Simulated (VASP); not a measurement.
Be6S:

```
CELL_PARAMETERS angstrom
2.16668 1.25093 3.97469
-2.16668 1.25093 3.97469
0.00000 -2.50186 3.97469
ATOMIC_POSITIONS crystal
Be 0.37179 0.08436 0.77414
Be 0.08436 0.77414 0.37179
Be 0.22586 0.62821 0.91564
Be 0.91564 0.22586 0.62821
Be 0.62821 0.91564 0.22586
Be 0.77414 0.37179 0.08436
S 0.00000 0.00000 0.00000
```

```yaml
Program: VASP 6.6.1
Task: relaxation of cell and atoms
Functional: PBE
Potentials_or_basis: VASP PAW PBE potentials, release 64 (Be, S)
Cutoff: 600 eV
k_mesh: 5 × 5 × 5
Occupations: gaussian, width 0.2 eV
Spin: no spin polarisation
```

At the start: pressure 73.0 GPa; volume 9.23 Å³/atom.

Task: How do energy, volume and symmetry change on relaxing?

Result: Over 19 steps the energy falls by 2078.5 meV/atom and the volume is 10.40 Å³/atom (+12.6 %); space group R-3 (No. 148, to 0.05 Å).

Step by step:
| step | energy change (eV) | largest force (eV/Å) | pressure (GPa) | volume (Å³) |
| --- | --- | --- | --- | --- |
| 1 | 0.0000 | 11.1782 | 73.02 | 64.64 |
| 2 | -9.1440 | 0.5289 | -16.11 | 112.53 |
| 3 | -11.5514 | 0.5697 | -9.38 | 88.25 |
| 4 | -11.5652 | 0.6415 | -8.81 | 87.56 |
| 5 | -11.5724 | 0.8113 | -7.47 | 86.10 |
| 6 | -11.9685 | 0.6420 | -3.60 | 80.23 |
| 7 | -12.1673 | 0.3842 | 3.26 | 73.37 |
| 8 | -12.4070 | 0.2936 | 2.42 | 72.92 |
| 9 | -12.7410 | 0.8900 | 4.16 | 70.89 |
| 10 | -13.0050 | 0.8868 | 1.99 | 72.34 |
| 11 | -13.2009 | 1.7958 | -0.26 | 75.86 |
| 12 | -13.2738 | 1.2909 | -0.17 | 74.50 |
| 13 | -13.7065 | 1.2607 | -1.90 | 75.65 |
| 14 | -14.1012 | 0.8228 | -3.73 | 77.72 |
| 15 | -14.1059 | 0.9642 | -3.77 | 77.36 |
| 16 | -14.4688 | 0.1274 | -1.76 | 74.56 |
| 17 | -14.4859 | 0.1256 | -0.87 | 73.85 |
| 18 | -14.5433 | 0.0377 | -0.41 | 73.11 |
| 19 | -14.5496 | 0.0210 | -0.15 | 72.80 |

Final structure:
```
Be S
1.0
     1.92985    1.11420    5.64268
    -1.92985    1.11420    5.64268
     0.00000   -2.22840    5.64268
Be S
6 1
Direct
  0.44622 0.11277 0.77772
  0.11277 0.77772 0.44622
  0.22228 0.55378 0.88723
  0.88723 0.22228 0.55378
  0.55378 0.88723 0.22228
  0.77772 0.44622 0.11277
  0.00000 0.00000 0.00000
```

Caveat: the relaxation stopped at a loose force limit of 0.08 eV/Å, so its end isn't a converged minimum.
